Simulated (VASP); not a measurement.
# InSb3 (Pm-3m) in VASP: further runs

Runs on InSb3. Level: PBE. Tasks: single point, relaxation of volume and atoms at fixed shape.

Everything below comes from runs of VASP 6.6.1. Logs are shortened: lines on timing, memory, paths and dates and some standing lists are left out, and cuts for length are marked.

### Step 1. The cell of the first run

Symmetry: Pm-3m, No. 221, cubic system. The conventional cell has a = 4.815 Å, b = 4.815 Å, c = 4.815 Å, α = 90.00°, β = 90.00°, γ = 90.00°. In (site symmetry m-3m) has 12 Sb at 3.41 Å within 4.5 Å. Sb (site symmetry 4/mmm) has 4 In at 3.41 Å and 8 Sb at 3.41 Å within 4.5 Å.

### Step 2. Single point, PBE

Input file INCAR:

```
SYSTEM = InSb3
PREC     = Accurate       ! precision mode
ENCUT    = 500            ! plane-wave cutoff, eV
EDIFF    = 1E-6           ! SCF threshold, eV
ISMEAR   = 0              ! smearing method
SIGMA    = 0.01           ! smearing width, eV
LREAL    = .False.        ! projectors in reciprocal space
LASPH    = .True.         ! aspherical terms in the spheres
NELM     = 120            ! most SCF steps
ALGO     = Normal         ! electronic algorithm
ISIF     = 2              ! what is computed and relaxed
LWAVE    = .False.        ! write WAVECAR
LCHARG   = .True.         ! write CHGCAR
GGA      = PE             ! functional
LELF     = .True.         ! ELF
LVHAR    = .True.       
NBANDS   = 22             ! bands
GGA_COMPAT= .False.
```

Input file KPOINTS:

```
Automatic mesh
0
Gamma
  5 5 5
  0 0 0
```

Input file POSCAR:

```
InSb3
1.0
    4.8153978465      0.0000000000      0.0000000000
    0.0000000000      4.8153978465      0.0000000000
    0.0000000000      0.0000000000      4.8153978465
In Sb
1 3
Direct
    0.0000000000      0.0000000000      0.0000000000
    0.5000000000      0.0000000000      0.5000000000
    0.0000000000      0.5000000000      0.5000000000
    0.5000000000      0.5000000000      0.0000000000
```

Potentials or basis: VASP PAW PBE potentials, release 64 (In_d, Sb).

Launch:

```console
> cat potpaw_PBE.64/In_d/POTCAR potpaw_PBE.64/Sb/POTCAR > POTCAR
> mpirun -np 1 vasp_std > vasp.out
```

OUTCAR:

```text
SYSTEM = InSb3
   PREC = Accurate
   ENCUT = 500
   EDIFF = 1E-6
   ISMEAR = 0
   LREAL = .False.
   LASPH = .True.
   NELM = 120
   ISIF = 2
   GGA = PE

 ion  position               nearest neighbor table
   1  0.000  0.000  0.000-   2 3.41   3 3.41   4 3.41   2 3.41   3 3.41   3 3.41   4 3.41   3 3.41
                             2 3.41   4 3.41   2 3.41   4 3.41
   2  0.500  0.000  0.500-   1 3.41   3 3.41   4 3.41   1 3.41   4 3.41   3 3.41   4 3.41   4 3.41
                             1 3.41   3 3.41   1 3.41   3 3.41
   3  0.000  0.500  0.500-   1 3.41   2 3.41   4 3.41   1 3.41   4 3.41   1 3.41   2 3.41   1 3.41
                             2 3.41   4 3.41   4 3.41   2 3.41
   4  0.500  0.500  0.000-   1 3.41   2 3.41   3 3.41   2 3.41   3 3.41   1 3.41   2 3.41   2 3.41
                             1 3.41   3 3.41   3 3.41   1 3.41

  LATTYP: Found a simple cubic cell.
 ALAT       =     4.8153978465

  Lattice vectors:

 A1 = (   4.8153978465,   0.0000000000,   0.0000000000)
 A2 = (   0.0000000000,   4.8153978465,   0.0000000000)
 A3 = (   0.0000000000,   0.0000000000,   4.8153978465)

Analysis of symmetry for initial positions (statically):
=====================================================================
 Subroutine PRICEL returns:
 Original cell was already a primitive cell.

 Routine SETGRP: Setting up the symmetry group for a
 simple cubic supercell.

 Subroutine GETGRP returns: Found 48 space group operations
 (whereof 48 operations were pure point group operations)
 out of a pool of 48 trial point group operations.

The static configuration has the point symmetry O_h .

Analysis of symmetry for dynamics (positions and initial velocities):
=====================================================================
 Subroutine PRICEL returns:
 Original cell was already a primitive cell.

 Routine SETGRP: Setting up the symmetry group for a
 simple cubic supercell.

 Subroutine GETGRP returns: Found 48 space group operations
 (whereof 48 operations were pure point group operations)
 out of a pool of 48 trial point group operations.

The dynamic configuration has the point symmetry O_h .

 Subroutine INISYM returns: Found 48 space group operations
 (whereof 48 operations are pure point group operations),
 and found     1 'primitive' translations

----------------------------------------------------------------------------------------

                                     Primitive cell

  volume of cell :     111.6597

  direct lattice vectors                    reciprocal lattice vectors
     4.815397846  0.000000000  0.000000000     0.207667161  0.000000000  0.000000000
[... 80 lines left out ...]
   NFREE  =      0    steps in history (QN), initial steepest desc. (CG)
   ISIF   =      2    stress and relaxation
   ISYM   =      2    0-nonsym 1-usesym 2-fastsym
   POTIM  = 0.5000    time-step for ionic-motion
   TEBEG  =    0.0;   TEEND  =   0.0 temperature during run
   PSTRESS=    0.0 pullay stress
   NELECT =      28.0000    total number of electrons
   NUPDOWN=      -1.0000    fix difference up-down
   EMIN   =  10.00;   EMAX   =-10.00  energy-range for DOS
   EFERMI =   0.00;   METHOD = LEGACY
   ISMEAR =     0;   SIGMA  =   0.01  broadening in eV -4-tet -1-fermi 0-gaus
   EFERMI_NEDOS =   21; number of points for ismear=-14 and -15
   IALGO  =     38    algorithm
   IMIX   =      4    mixing-type and parameters
     AMIX     =   0.40;   BMIX     =  1.00
     AMIX_MAG =   1.60;   BMIX_MAG =  1.00
  volume/ion in A,a.u.               =      27.91       188.38
  Fermi-wavevector in a.u.,A,eV,Ry     =   1.032354  1.950866 14.500476  1.065755
  Thomas-Fermi vector in A             =   2.166548
   LORBIT       =      0    0 simple, 1 ext, 2 COOP (PROOUT), +10 PAW based schemes
   GGA     = PE    functional components
   LHFCALC =     F    Hartree Fock is set to
   AEXX    =    0.0000 exact exchange contribution
   IVDW    =     0    specifies the selected vdW correction
   LEPSILON=     F    determine dielectric tensor
   LRPA    =     F    only Hartree local field effects (RPA)
 non-spin polarized calculation
 Gauss-broadening in eV      SIGMA  =   0.01
  energy-cutoff  :      500.00
  volume of cell :      111.66
 maximum number of plane-waves:      2897
 NGX is ok and might be reduce to    36
   NGX = 17   NGY = 17   NGZ = 17

 number of electron      28.0000006 magnetization

 Free energy of the ion-electron system (eV)
  ---------------------------------------------------
  ext. energy  EPLUGINS =         0.00000000
  ---------------------------------------------------
  free energy    TOTEN  =       -14.18072223 eV

  energy without entropy =      -14.17966271  energy(sigma->0) =      -14.18019247

 E-fermi :   7.7950     XC(G=0): -10.0345

 val. band max:        7.5729392839   @ k =   0.2000   0.0000   0.0000
 cond. band min:       7.7965058326   @ k =   0.4000   0.4000   0.2000
 fundamental gap:      0.2235665487
 Fermi energy:         7.7950178791

 k-point     1 :       0.0000    0.0000    0.0000
  band No.  band energies     occupation
      1      -6.8503      2.00000
      2      -6.8503      2.00000
      3      -6.8346      2.00000
      4      -6.8346      2.00000
      5      -6.8346      2.00000
      6      -4.3457      2.00000
[... 239 lines left out ...]
     21      13.6851      0.00000
     22      15.3716      0.00000

------------------------ aborting loop because EDIFF is reached ----------------------------------------

  FORCE on cell =-STRESS in cart. coord.  units (eV):
  Direction    XX          YY          ZZ          XY          YZ          ZX
  --------------------------------------------------------------------------------------
  -------------------------------------------------------------------------------------
  Total       -0.0582659     -0.0582659     -0.0582659      0.0000000     -0.0000000      0.0000000
  in kB       -0.8360434     -0.8360434     -0.8360434      0.0000000     -0.0000000      0.0000000
  external PRESSURE =      -0.8360434 kB  Pullay stress =       0.0000000 kB

 VOLUME and BASIS-vectors are now :
 -----------------------------------------------------------------------------
  energy-cutoff  :      500.00
  volume of cell :      111.66
      direct lattice vectors                 reciprocal lattice vectors
     4.815397846  0.000000000  0.000000000     0.207667161  0.000000000  0.000000000
     0.000000000  4.815397846  0.000000000     0.000000000  0.207667161  0.000000000
     0.000000000  0.000000000  4.815397846     0.000000000  0.000000000  0.207667161

 POSITION                                       TOTAL-FORCE (eV/Angst)
 -----------------------------------------------------------------------------------
      0.00000      0.00000      0.00000         0.000000      0.000000      0.000000
      2.40770      0.00000      2.40770         0.000000      0.000000      0.000000
      0.00000      2.40770      2.40770         0.000000      0.000000      0.000000
      2.40770      2.40770      0.00000         0.000000      0.000000      0.000000
 -----------------------------------------------------------------------------------
    total drift:                                0.000000     -0.000000     -0.000000

  FREE ENERGIE OF THE ION-ELECTRON SYSTEM (eV)
  ---------------------------------------------------
  free  energy   TOTEN  =       -14.1807222308 eV

  energy  without entropy=      -14.1796627064  energy(sigma->0) =      -14.18019247
```

Run time: 13 s. Hardware: 1 thread of Intel Xeon 6975P-C (Granite Rapids), shared host; peak memory 0.21 GiB.

What came out:

```yaml
Free_energy: -14.1807 eV
Pressure: -0.1 GPa
Band_gap_on_the_k_mesh: zero (band 14 reaches 10.15 eV, above the bottom of band 15 at 7.06 eV)
```

Caveat: spin-orbit coupling is left out, which moves the levels of the heavy elements.

### Step 3. Relaxation of volume and atoms at fixed shape, PBE

This run uses another cell than the first one, of 27.76 Å³/atom, 0.994 times its volume.

Input file INCAR:

```
SYSTEM = InSb3
PREC = Accurate
ENCUT = 500
EDIFF = 1E-7
ISMEAR = 0
SIGMA = 0.01
LREAL = .FALSE.
LASPH = .TRUE.
NELM = 120
ALGO = Normal
ISIF = 8
LWAVE = .FALSE.
LCHARG = .FALSE.
GGA = PE
IBRION = 2
NSW = 80
EDIFFG = -0.01
GGA_COMPAT = .FALSE.
NELMIN = 4
```

Input file KPOINTS:

```
regular mesh
0
G
  5 5 5
  0 0 0
```

Input file POSCAR:

```
InSb3
1.0
    4.8063670000      0.0000000000      0.0000000000
    0.0000000000      4.8063670000      0.0000000000
    0.0000000000      0.0000000000      4.8063670000
In Sb
1 3
Direct
    0.0000000000      0.0000000000      0.0000000000
    0.5000000000      0.0000000000      0.5000000000
    0.0000000000      0.5000000000      0.5000000000
    0.5000000000      0.5000000000      0.0000000000
```

Potentials or basis: VASP PAW PBE potentials, release 64 (In_d, Sb).

Launch:

```console
> cat potpaw_PBE.64/In_d/POTCAR potpaw_PBE.64/Sb/POTCAR > POTCAR
> mpirun -np 1 vasp_std > vasp.out
```

OUTCAR:

```text
SYSTEM = InSb3
   PREC = Accurate
   ENCUT = 500
   EDIFF = 1E-7
   ISMEAR = 0
   LREAL = .FALSE.
   LASPH = .TRUE.
   NELM = 120
   ISIF = 8
   GGA = PE
   IBRION = 2
   NSW = 80
   EDIFFG = -0.01
   NELMIN = 4

 ion  position               nearest neighbor table
   1  0.000  0.000  0.000-   2 3.40   3 3.40   4 3.40   2 3.40   3 3.40   3 3.40   4 3.40   3 3.40
                             2 3.40   4 3.40   2 3.40   4 3.40
   2  0.500  0.000  0.500-   1 3.40   3 3.40   4 3.40   1 3.40   4 3.40   3 3.40   4 3.40   4 3.40
                             1 3.40   3 3.40   1 3.40   3 3.40
   3  0.000  0.500  0.500-   1 3.40   2 3.40   4 3.40   1 3.40   4 3.40   1 3.40   2 3.40   1 3.40
                             2 3.40   4 3.40   4 3.40   2 3.40
   4  0.500  0.500  0.000-   1 3.40   2 3.40   3 3.40   2 3.40   3 3.40   1 3.40   2 3.40   2 3.40
                             1 3.40   3 3.40   3 3.40   1 3.40

[... 181 lines left out ...]
  -------------------------------------------------------------------------------------
  Total        0.1488633      0.1488633      0.1488633      0.0000000      0.0000000     -0.0000000
  in kB        2.1480644      2.1480644      2.1480644      0.0000000      0.0000000     -0.0000000
  external PRESSURE =       2.1480644 kB  Pullay stress =       0.0000000 kB
[... 63 lines left out ...]
--------------------------------------- Ionic step        3  -------------------------------------------

 number of electron      28.0000007 magnetization

 Free energy of the ion-electron system (eV)
  ---------------------------------------------------
  ext. energy  EPLUGINS =         0.00000000
  ---------------------------------------------------
  free energy    TOTEN  =       -14.18069034 eV

  energy without entropy =      -14.17963082  energy(sigma->0) =      -14.18016058

 E-fermi :   7.8155     XC(G=0): -10.0416

 val. band max:        7.5916373165   @ k =   0.2000   0.0000   0.0000
 cond. band min:       7.8169987503   @ k =   0.4000   0.4000   0.2000
 fundamental gap:      0.2253614338
 Fermi energy:         7.8155107968

 k-point     1 :       0.0000    0.0000    0.0000
  band No.  band energies     occupation
      1      -6.8322      2.00000
      2      -6.8322      2.00000
      3      -6.8163      2.00000
      4      -6.8163      2.00000
      5      -6.8163      2.00000
      6      -4.3374      2.00000
[... 230 lines left out ...]
  FREE ENERGIE OF THE ION-ELECTRON SYSTEM (eV)
  ---------------------------------------------------
  free  energy   TOTEN  =       -14.1806903404 eV

  energy  without entropy=      -14.1796308160  energy(sigma->0) =      -14.18016058

 reached required accuracy - stopping structural energy minimisation
```

OSZICAR:

```text
N       E                     dE             d eps       ncg     rms          rms(c)
DAV:   1     0.186374702756E+03    0.18637E+03   -0.11211E+04   360   0.141E+03
DAV:   2     0.283998602844E+01   -0.18353E+03   -0.18058E+03   380   0.317E+02
DAV:   3    -0.135557227078E+02   -0.16396E+02   -0.15919E+02   508   0.963E+01
[... 23 lines left out ...]
DAV:   3    -0.141806895624E+02    0.43798E-04   -0.14112E-04   468   0.176E-01    0.168E-02
DAV:   4    -0.141806895232E+02    0.39182E-07   -0.70711E-06   386   0.194E-02    0.681E-03
DAV:   5    -0.141806900499E+02   -0.52669E-06   -0.80026E-07   378   0.115E-02    0.216E-03
DAV:   6    -0.141806903465E+02   -0.29662E-06   -0.77318E-08   198   0.304E-03    0.609E-04
DAV:   7    -0.141806903404E+02    0.60622E-08   -0.20294E-08   190   0.162E-03
   3 F= -.14180690E+02 E0= -.14180161E+02  d E =-.297634E-03
```

Run time: 24 s. Hardware: 1 thread of Intel Xeon 6975P-C (Granite Rapids), shared host; peak memory 0.21 GiB.

Results:

- Free energy: -14.1807 eV
- Relaxed volume: 27.87 Å³/atom
- Relaxed cell: a = 4.813 Å, b = 4.813 Å, c = 4.813 Å, α = 90.00°, β = 90.00°, γ = 90.00°
- Space group after relaxing (to 0.05 Å): Pm-3m (No. 221)
- Energy gained by relaxing: 0.1 meV/atom
- Ionic steps: 3
- Pressure after relaxing: 0.0 GPa
- Band gap on the k mesh: zero (band 14 reaches 10.18 eV, above the bottom of band 15 at 7.08 eV)

Step by step:
```csv
step,energy change (eV),largest force (eV/Å),pressure (GPa),volume (Å³)
1,0.0000,0.0000,0.21,111.03
2,-0.0003,0.0000,-0.07,111.63
3,-0.0003,0.0000,0.00,111.48
```

Final structure:
```yaml
crystal:
  lattice:
    - [4.81283, 0.00000, 0.00000]
    - [0.00000, 4.81283, 0.00000]
    - [0.00000, 0.00000, 4.81283]
  atoms:
    - { symbol: In, position: [0.00000, 0.00000, 0.00000] }
    - { symbol: Sb, position: [0.50000, 0.00000, 0.50000] }
    - { symbol: Sb, position: [0.00000, 0.50000, 0.50000] }
    - { symbol: Sb, position: [0.50000, 0.50000, 0.00000] }
```

Caveat: spin-orbit coupling is left out, which moves the levels of the heavy elements.
